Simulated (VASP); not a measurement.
Write the native input for VASP 6.6.1 that does the following.

- Task: single point
- Functional: r2SCAN0
- Potentials or basis: VASP PAW PBE potentials, release 64 (Nb_sv)
- Cutoff: 440 eV
- k mesh: 6 × 6 × 6
- Occupations: fermi-dirac, width 0.05 eV
- Spin: no spin polarisation
- Dipole correction: no
- Grid for exact exchange (PRECFOCK): Normal
- Further INCAR settings: ALGO = Normal; EDIFF = 1e-06; NBANDS = 12

Nb:

```xyz
1
Lattice="-1.6640 1.6640 1.6640 1.6640 -1.6640 1.6640 1.6640 1.6640 -1.6640" Properties=species:S:1:pos:R:3 pbc="T T T"
Nb    0.0000    0.0000    0.0000
```

The input as run:

POSCAR

```
Nb
1.0
   -1.6639500000      1.6639500000      1.6639500000
    1.6639500000     -1.6639500000      1.6639500000
    1.6639500000      1.6639500000     -1.6639500000
Nb
1
Direct
    0.0000000000      0.0000000000      0.0000000000
```

INCAR.step1

```
SYSTEM = Nb
PREC = Accurate
ENCUT = 440
EDIFF = 1E-5
ISMEAR = -1
SIGMA = 0.05
LREAL = .False.
LASPH = .True.
NELM = 120
ALGO = Normal
ISIF = 2
LWAVE = .True.
LCHARG = .False.
NBANDS = 12
GGA = PE
GGA_COMPAT = .False.
```

INCAR.step2

```
SYSTEM = Nb
PREC = Accurate
ENCUT = 440
EDIFF = 1E-6
ISMEAR = -1
SIGMA = 0.05
LREAL = .False.
LASPH = .True.
NELM = 120
ALGO = Normal
ISIF = 2
LWAVE = .False.
LCHARG = .False.
METAGGA = R2SCAN
LHFCALC = .True.
AEXX = 0.25
LMIXTAU = .True.
PRECFOCK = Normal
NBANDS = 12
ISTART = 1
GGA_COMPAT = .False.
```

KPOINTS

```
Automatic mesh
0
Gamma
  6 6 6
  0 0 0
```

Potentials or basis: VASP PAW PBE potentials, release 64 (Nb_sv).

The run is started by

```sh
$ cat potpaw_PBE.64/Nb_sv/POTCAR > POTCAR
$ cp INCAR.step1 INCAR
$ mpirun -np 1 vasp_std > vasp.out
$ cp INCAR.step2 INCAR
$ mpirun -np 1 vasp_std > vasp.out
```

It gave:

```
Pressure : -10.6 GPa
```

Caveat: the k points lie up to 0.45 Å⁻¹ apart; the PAW data sets were made with another functional, which shifts forces and pressure a little.

It took 4.4 min on 1 thread of Intel(R) Xeon(R) 6975P-C (Granite Rapids) (shared host), peak memory 0.13 GiB.
